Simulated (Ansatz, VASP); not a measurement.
## Two plane-wave programs on CaO

File INCAR:

```
SYSTEM = CaO
ALGO = Normal ; EDIFF = 1E-6
EDIFFG = -0.04 ; ENCUT = 600
GGA = PE ; IBRION = 2
ISIF = 3 ; ISMEAR = 0
LASPH = .True. ; LCHARG = .False.
LREAL = .False. ; LWAVE = .False.
NELM = 80 ; NSW = 90
PREC = Accurate ; SIGMA = 0.1
```

KPOINTS

```
k-points
0
Gamma
  6 6 4
  0 0 0
```

POSCAR

```
CaO
1.0
    2.5866921400     -1.9249455200      0.0000000000
    2.5866921400      1.9249455200      0.0000000000
   -1.9260120800      0.0000000000      5.5338183100
Ca O
2 2
Direct
    0.4901093500      0.8223851100      0.6464666700
    0.8223851100      0.4901093500      0.1464666700
    0.1776148900      0.5098906500      0.8535333300
    0.5098906500      0.1776148900      0.3535333300
```

Input for Ansatz:

```yaml
crystal:
  lattice:
    - [2.58669214, -1.92494552, 0.0]
    - [2.58669214, 1.92494552, 0.0]
    - [-1.92601208, 0.0, 5.53381831]
  atoms:
    - { symbol: Ca, position: [0.49010935, 0.82238511, 0.64646667] }
    - { symbol: Ca, position: [0.82238511, 0.49010935, 0.14646667] }
    - { symbol: O, position: [0.17761489, 0.50989065, 0.85353333] }
    - { symbol: O, position: [0.50989065, 0.17761489, 0.35353333] }
basis:
  ecutwfc: 420
kpoints:
  mp_grid: { grid: [6, 6, 4] }
hamiltonian:
  xc: pbe
scf:
  occupations: { method: gaussian, width: 0.1 }
  lower_state_search: "off"
output:
  forces: true
  stress: true
  eigenvalues: true
relax:
  adjacent_minimum: "off"
  f_tol: 0.04
  max_steps: 70
  cell: { stress_tol: 0.4 }
```

Alike in both runs: task relaxation of cell and atoms; functional PBE; k mesh 6 × 6 × 4; occupations gaussian, width 0.1 eV; no spin polarisation.

|  | VASP | Ansatz |
| --- | --- | --- |
| version | VASP 6.6.1 | Ansatz 0.2.0 |
| potentials or method | VASP PAW PBE potentials, release 64 (Ca_sv, O), cutoff 600 eV | scalar-relativistic, plane waves, PAW |
| valence electrons in the cell | 32 | 32 |

Ansatz gave:

| Property | Result |
| --- | --- |
| gap on the k mesh at the Fermi level, each at its own relaxed structure (eV) | 3.66 |
| relaxed volume (Å³/atom) | 14.08 |
| relaxed length of the cell vector where the two differ most in proportion (Å) | 5.914 |

Problem. Estimate VASP's values.

Solution. gap on the k mesh at the Fermi level, each at its own relaxed structure (eV): 3.64; relaxed volume (Å³/atom): 14.15; relaxed length of the cell vector where the two differ most in proportion (Å): 5.929.
